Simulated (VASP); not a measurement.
The system is Cd.

```
Cd
1.0
    -1.78432    1.78432    1.78432
     1.78432   -1.78432    1.78432
     1.78432    1.78432   -1.78432
Cd
1
Direct
  0.00000 0.00000 0.00000
```

This isn't the form of Cd at room conditions, which is hcp.

| Property | Result |
| --- | --- |
| Program | VASP 6.6.1 |
| Task | relaxation of cell and atoms |
| Functional | r2SCAN |
| Potentials or basis | VASP PAW PBE potentials, release 64 (Cd) |
| Cutoff | 600 eV |
| k mesh | 8 × 8 × 8 |
| Occupations | gaussian, width 0.05 eV |
| Spin | no spin polarisation |

At the start: pressure -1.8 GPa; volume 22.72 Å³/atom.

Problem. How do energy, volume and symmetry change on relaxing?

Solution. Over 3 steps the energy falls by 4.4 meV/atom and the volume is 21.95 Å³/atom (-3.4 %); space group Im-3m (No. 229, to 0.1 Å) before and after.

Step by step:
| step | energy change (eV) | largest force (eV/Å) | pressure (GPa) | volume (Å³) |
| --- | --- | --- | --- | --- |
| 1 | 0.0000 | 0.0000 | -1.79 | 22.72 |
| 2 | -0.0044 | 0.0000 | 0.12 | 21.90 |
| 3 | -0.0044 | 0.0000 | -0.01 | 21.95 |

Final structure:
```
CELL_PARAMETERS angstrom
-1.76377 1.76377 1.76377
1.76377 -1.76377 1.76377
1.76377 1.76377 -1.76377
ATOMIC_POSITIONS crystal
Cd 0.00000 0.00000 0.00000
```

Caveat: the PAW data sets were made with another functional, which shifts forces and pressure a little.
